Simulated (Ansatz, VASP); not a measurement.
# One calculation of TiO, two programs

```
Ti O
1.0
     2.80356    0.00000    0.00000
    -1.40178    2.42795    0.00000
     0.00000    0.00000    2.81862
Ti O
1 1
Direct
  0.66667 0.33333 0.00000
  0.00000 0.00000 0.50000
```

Alike in both runs: functional r2SCAN; k mesh 18 × 18 × 14; occupations gaussian, width 0.1 eV; no spin polarisation.

Ansatz relaxed the structure, and its values are those at the end. VASP's run is a single point on that final structure, the one shown.

|  | VASP | Ansatz |
| --- | --- | --- |
| version | VASP 6.6.1 | Ansatz 0.2.0 |
| potentials or method | VASP PAW PBE potentials, release 64 (Ti_sv, O), cutoff 520 eV | scalar-relativistic, plane waves, PAW |
| valence electrons in the cell | 18 | 18 |

```csv
,VASP,Ansatz,Ansatz less VASP
gap on the k mesh at the Fermi level (eV),none,none,-
pressure (GPa),1.8,0.0,-1.83
```

VASP's potentials were made for PBE, not for r2SCAN. A gap of «none» marks a metal or a gap that the smearing closes.
